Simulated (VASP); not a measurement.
# As (R-3m) in VASP: further runs

As is run at these levels: PBE; tasks: single point, relaxation of cell and atoms.

All numbers are computed with VASP 6.6.1; they aren't measurements. Logs are shortened: lines on timing, memory, paths and dates and some standing lists are left out, and cuts for length are marked.

**1. The cell of the first run**

Symmetry: R-3m, No. 166, trigonal system. Conventional cell: a = 3.822 Å, b = 3.822 Å, c = 10.664 Å, α = 90.00°, β = 90.00°, γ = 120.00°. As (site symmetry 3m) has 6 As at 2.55 to 3.17 Å within 3.4 Å.

**2. Single point, PBE**

INCAR

```
PREC = Accurate
ENCUT = 520
EDIFF = 1E-7
ISMEAR = 0
SIGMA = 0.05
LREAL = False
LASPH = True
NELM = 80
ALGO = Normal
ISIF = 2
LWAVE = False
LCHARG = False
GGA = PE
NBANDS = 12
```

KPOINTS

```
Automatic mesh
0
Gamma
  6 6 6
```

POSCAR

```
As
1.0
    1.9108042338      1.1032033388      3.5546188824
   -1.9108042338      1.1032033388      3.5546188824
    0.0000000000     -2.2064066775      3.5546188824
As
2
Direct
    0.2263586767      0.2263586767      0.2263586767
    0.7736413233      0.7736413233      0.7736413233
```

Potentials or basis: VASP PAW PBE potentials, release 64 (As).

Run with:

```sh
$ cat potpaw_PBE.64/As/POTCAR > POTCAR
$ mpirun -np 1 vasp_std > vasp.out
```

OUTCAR:

```text
PREC = Accurate
   ENCUT = 520
   EDIFF = 1E-7
   ISMEAR = 0
   LREAL = False
   LASPH = True
   NELM = 80
   ISIF = 2
   GGA = PE

 ion  position               nearest neighbor table
   1  0.226  0.226  0.226-   2 2.55   2 2.55   2 2.55
   2  0.774  0.774  0.774-   1 2.55   1 2.55   1 2.55

  LATTYP: Found a trigonal (rhomboedric) cell.
 ALAT       =     4.1837239184
 COS(alpha) =     0.5828076372

  Lattice vectors:

 A1 = (   1.9108042338,   1.1032033388,   3.5546188824)
 A2 = (  -1.9108042338,   1.1032033388,   3.5546188824)
 A3 = (   0.0000000000,  -2.2064066775,   3.5546188824)

Analysis of symmetry for initial positions (statically):
=====================================================================
 Subroutine PRICEL returns:
 Original cell was already a primitive cell.

 Routine SETGRP: Setting up the symmetry group for a
 trigonal (rhombohedral) supercell.

 Subroutine GETGRP returns: Found 12 space group operations
 (whereof 12 operations were pure point group operations)
 out of a pool of 12 trial point group operations.

The static configuration has the point symmetry D_3d.

Analysis of symmetry for dynamics (positions and initial velocities):
=====================================================================
 Subroutine PRICEL returns:
 Original cell was already a primitive cell.

 Routine SETGRP: Setting up the symmetry group for a
 trigonal (rhombohedral) supercell.

 Subroutine GETGRP returns: Found 12 space group operations
 (whereof 12 operations were pure point group operations)
 out of a pool of 12 trial point group operations.

The dynamic configuration has the point symmetry D_3d.

 Subroutine INISYM returns: Found 12 space group operations
 (whereof 12 operations are pure point group operations),
 and found     1 'primitive' translations

----------------------------------------------------------------------------------------

                                     Primitive cell

  volume of cell :      44.9589

  direct lattice vectors                    reciprocal lattice vectors
     1.910804234  1.103203339  3.554618882     0.261669925  0.151075201  0.093774704
    -1.910804234  1.103203339  3.554618882    -0.261669925  0.151075201  0.093774704
     0.000000000 -2.206406677  3.554618882     0.000000000 -0.302150403  0.093774704

  length of vectors
     4.183723918  4.183723918  4.183723918     0.316367762  0.316367762  0.316367762
[... 82 lines left out ...]
   LREAL  =      F    real-space projection
   EDIFFG = 0.1E-05   stopping-criterion for IOM
   NSW    =      0    number of steps for IOM
   IBRION =     -1    ionic relax: 0-MD 1-quasi-New 2-CG
   NFREE  =      0    steps in history (QN), initial steepest desc. (CG)
   ISIF   =      2    stress and relaxation
   ISYM   =      2    0-nonsym 1-usesym 2-fastsym
   POTIM  = 0.5000    time-step for ionic-motion
   TEBEG  =    0.0;   TEEND  =   0.0 temperature during run
   PSTRESS=    0.0 pullay stress
   NELECT =      10.0000    total number of electrons
   NUPDOWN=      -1.0000    fix difference up-down
   EMIN   =  10.00;   EMAX   =-10.00  energy-range for DOS
   EFERMI =   0.00;   METHOD = LEGACY
   ISMEAR =     0;   SIGMA  =   0.05  broadening in eV -4-tet -1-fermi 0-gaus
   EFERMI_NEDOS =   21; number of points for ismear=-14 and -15
   IALGO  =     38    algorithm
   IMIX   =      4    mixing-type and parameters
     AMIX     =   0.40;   BMIX     =  1.00
     AMIX_MAG =   1.60;   BMIX_MAG =  1.00
  volume/ion in A,a.u.               =      22.48       151.70
  Fermi-wavevector in a.u.,A,eV,Ry     =   0.991904  1.874426 13.386402  0.983873
  Thomas-Fermi vector in A             =   2.123678
   LORBIT       =      0    0 simple, 1 ext, 2 COOP (PROOUT), +10 PAW based schemes
   GGA     = PE    functional components
   LHFCALC =     F    Hartree Fock is set to
   AEXX    =    0.0000 exact exchange contribution
   IVDW    =     0    specifies the selected vdW correction
   LEPSILON=     F    determine dielectric tensor
   LRPA    =     F    only Hartree local field effects (RPA)
 non-spin polarized calculation
 Gauss-broadening in eV      SIGMA  =   0.05
  energy-cutoff  :      520.00
  volume of cell :       44.96
 maximum number of plane-waves:      1224
   NGX = 15   NGY = 15   NGZ = 15

 number of electron      10.0000000 magnetization

 Free energy of the ion-electron system (eV)
  ---------------------------------------------------
  ext. energy  EPLUGINS =         0.00000000
  ---------------------------------------------------
  free energy    TOTEN  =        -9.38028589 eV

  energy without entropy =       -9.37950230  energy(sigma->0) =       -9.37989409

 E-fermi :   4.9104     XC(G=0):  -9.7839

 val. band max:        4.6782383757   @ k =   0.5000  -0.0000  -0.0000
 cond. band min:       4.9103588242   @ k =   0.3333   0.1667   0.1667
 fundamental gap:      0.2321204485
 Fermi energy:         4.9103588241

 k-point     1 :       0.0000    0.0000    0.0000
  band No.  band energies     occupation
      1      -9.6783      2.00000
      2      -1.0203      2.00000
      3       2.6556      2.00000
      4       3.0393      2.00000
      5       3.0393      2.00000
      6       6.6171      0.00000
      7       7.8282      0.00000
      8       7.8282      0.00000
      9      11.8499      0.00000
     10      11.8499      0.00000
     11      12.2785      0.00000
     12      13.7042      0.00000
[... 331 lines left out ...]
 k-point    24 :      -0.3333    0.5000    0.1667
  band No.  band energies     occupation
      1      -6.8550      2.00000
      2      -5.0822      2.00000
      3      -0.7756      2.00000
      4       0.1721      2.00000
      5       2.8852      2.00000
      6       7.1766      0.00000
      7       8.8400      0.00000
      8      11.1779      0.00000
      9      11.4977      0.00000
     10      13.5237      0.00000
     11      16.5215      0.00000
     12      17.4912      0.00000

 [... further k-points ...]
[... 5 lines left out ...]
  --------------------------------------------------------------------------------------
  -------------------------------------------------------------------------------------
  Total        0.0765975      0.0765975      0.0550459      0.0000000      0.0000000      0.0000000
  in kB        2.7296645      2.7296645      1.9616400      0.0000000      0.0000000      0.0000000
  external PRESSURE =       2.4736563 kB  Pullay stress =       0.0000000 kB

 VOLUME and BASIS-vectors are now :
 -----------------------------------------------------------------------------
  energy-cutoff  :      520.00
  volume of cell :       44.96
      direct lattice vectors                 reciprocal lattice vectors
     1.910804234  1.103203339  3.554618882     0.261669925  0.151075201  0.093774704
    -1.910804234  1.103203339  3.554618882    -0.261669925  0.151075201  0.093774704
     0.000000000 -2.206406677  3.554618882     0.000000000 -0.302150403  0.093774704

 POSITION                                       TOTAL-FORCE (eV/Angst)
 -----------------------------------------------------------------------------------
      0.00000      0.00000      2.41386         0.000000      0.000000      0.047461
      0.00000      0.00000      8.25000         0.000000     -0.000000     -0.047461
 -----------------------------------------------------------------------------------
    total drift:                               -0.000000      0.000000     -0.000000

  FREE ENERGIE OF THE ION-ELECTRON SYSTEM (eV)
  ---------------------------------------------------
  free  energy   TOTEN  =        -9.3802858918 eV

  energy  without entropy=       -9.3795022952  energy(sigma->0) =       -9.37989409
```

stdout:

```text
POSCAR found type information on POSCAR As
 POSCAR found :  1 types and       2 ions
 scaLAPACK will be used
 LDA part: xc-table for (Slater+PW92), standard interpolation
 POSCAR, INCAR and KPOINTS ok, starting setup
 FFT: planning ... GRIDC
 FFT: planning ... GRID_SOFT
 FFT: planning ... GRID
 WAVECAR not read
 entering main loop
```

Wall time 12 s (1 thread of Intel Xeon 6975P-C, shared host); peak memory 0.17 GiB.

What came out:

```
Free energy            : -9.3803 eV
Pressure               : 0.2 GPa
Largest force          : 0.047 eV/Å
Band gap on the k mesh : zero (band 5 reaches 4.91 eV, above the bottom of band 6 at 4.68 eV)
```

Forces in eV/Å, atoms in the order of the input:
```
As   0.000  0.000  0.047
As   0.000  0.000 -0.047
```

Stress tensor (GPa, compression positive):
```
0.27 0.00 0.00
0.00 0.27 0.00
0.00 0.00 0.20
```

**3. Relaxation of cell and atoms, PBE**

This run uses another cell than the first one, of 21.33 Å³/atom, 0.949 times its volume.

INCAR

```
PREC = Accurate
ENCUT = 600
EDIFF = 1E-6
ISMEAR = 0
SIGMA = 0.05
LREAL = False
LASPH = True
NELM = 100
ALGO = Normal
ISIF = 3
LWAVE = False
LCHARG = False
GGA = PE
IBRION = 2
NSW = 80
EDIFFG = -0.03
```

KPOINTS

```
regular mesh
0
Gamma
  6 6 6
```

POSCAR

```
As
1.0
    1.8797500000      1.0852741685      3.4857666667
   -1.8797500000      1.0852741685      3.4857666667
    0.0000000000     -2.1705483370      3.4857666667
As
2
Direct
    0.2275400000      0.2275400000      0.2275400000
    0.7724600000      0.7724600000      0.7724600000
```

Potentials or basis: VASP PAW PBE potentials, release 64 (As).

Run with:

```sh
$ cat potpaw_PBE.64/As/POTCAR > POTCAR
$ mpirun -np 1 vasp_std > vasp.out
```

Run time: 70 s. Hardware: 1 thread of Intel Xeon 6975P-C, shared host; peak memory 0.21 GiB.

It converged, with:

- Free energy: -9.3805 eV
- Relaxed volume: 22.49 Å³/atom
- Relaxed cell: a = 4.180 Å, b = 4.180 Å, c = 4.180 Å, α = 54.48°, β = 54.48°, γ = 54.48°
- Space group after relaxing (to 0.05 Å): R-3m (No. 166)
- Energy gained by relaxing: 12.3 meV/atom
- Ionic steps: 7
- Pressure after relaxing: 0.0 GPa
- Band gap on the k mesh: zero (band 5 reaches 4.90 eV, above the bottom of band 6 at 4.67 eV)

The path:
```tsv
step	energy change (eV)	largest force (eV/Å)	pressure (GPa)	volume (Å³)
1	0.0000	0.1630	3.77	42.67
2	-0.0120	0.3576	-2.09	45.84
3	-0.0223	0.1587	0.10	44.51
4	-0.0239	0.0607	0.06	44.68
5	-0.0241	0.0090	0.04	44.77
6	-0.0243	0.0064	0.04	44.83
7	-0.0246	0.0019	0.02	44.99
```

Final structure:
```
CELL_PARAMETERS angstrom
1.91314 1.10455 3.54823
-1.91314 1.10455 3.54823
0.00000 -2.20910 3.54823
ATOMIC_POSITIONS crystal
As 0.22663 0.22663 0.22663
As 0.77337 0.77337 0.77337
```

Levels at points of the mesh, in eV from the Fermi level:
```csv
k point,band 3,band 4,band 5,band 6,band 7,band 8
"(0.00, 0.00, 0.00)",-2.24,-1.86,-1.86,1.74,2.93,2.93
"(0.50, 0.00, 0.00)",-2.60,-2.55,-0.32,-0.23,0.53,1.45
"(0.50, 0.50, 0.00)",-5.67,-3.90,-3.86,1.69,5.31,6.72
"(0.50, 0.50, 0.50)",-1.60,-1.60,-0.66,0.85,0.85,1.74
```
